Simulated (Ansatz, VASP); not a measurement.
One calculation of In, two programs

POSCAR

```
In
1.0
   -1.8305594568      1.8305594568      1.8305594568
    1.8305594568     -1.8305594568      1.8305594568
    1.8305594568      1.8305594568     -1.8305594568
In
1
Direct
    0.0000000000      0.0000000000      0.0000000000
```

Contents of INCAR.step1:

```
ALGO = Normal
EDIFF = 1E-5
ENCUT = 550
GGA = PE
GGA_COMPAT = F
ISMEAR = -1
LASPH = T
LCHARG = F
LREAL = F
LWAVE = T
NBANDS = 12
NELM = 120
PREC = Accurate
SIGMA = 0.1
```

INCAR.step2

```
ALGO = Normal
EDIFF = 1E-6
ENCUT = 550
GGA_COMPAT = F
ISIF = 2
ISMEAR = -1
ISTART = 1
LASPH = T
LCHARG = T
LELF = T
LMIXTAU = T
LREAL = F
LVHAR = T
LWAVE = F
METAGGA = R2SCAN
NBANDS = 12
NELM = 120
PREC = Accurate
SIGMA = 0.1
```

File KPOINTS:

```
k-points
0
Gamma
  13 13 13
```

Input for Ansatz:

```yaml
crystal:
  lattice:
    - [-1.8305594568, 1.8305594568, 1.8305594568]
    - [1.8305594568, -1.8305594568, 1.8305594568]
    - [1.8305594568, 1.8305594568, -1.8305594568]
  atoms:
    - { symbol: In, position: [0.0, 0.0, 0.0] }
hamiltonian:
  xc: r2scan
  pseudopotentials:
    kind: paw
    azcp:
      In: "pseudopotentials/In.paw.azcp"
basis:
  ecutwfc: 500
  fft_grid_basis: typed
kpoints:
  mp_grid: { grid: [13, 13, 13], shift: [0, 0, 0] }
magnetization:
  spin_polarized: false
scf:
  occupations: { method: fermi_dirac, width: 0.1 }
  lower_state_search: "off"
output:
  stress: true
```

Alike in both runs: task single point; functional r2SCAN; k mesh 13 × 13 × 13; occupations fermi-dirac, width 0.1 eV; no spin polarisation.

|  | VASP | Ansatz |
| --- | --- | --- |
| version | VASP 6.6.1 | Ansatz 0.2.0 |
| potentials or method | VASP PAW PBE potentials, release 64 (In_d), cutoff 550 eV | plane waves (500 eV) with PAW, scalar-relativistic |
| valence electrons in the cell | 13 | 13 |

Ansatz gave:

```
pressure (GPa) : 4.1
```

Q: Which values does VASP return?

A: Pressure (GPa): 4.2.

VASP's potentials were made for PBE, not for r2SCAN.
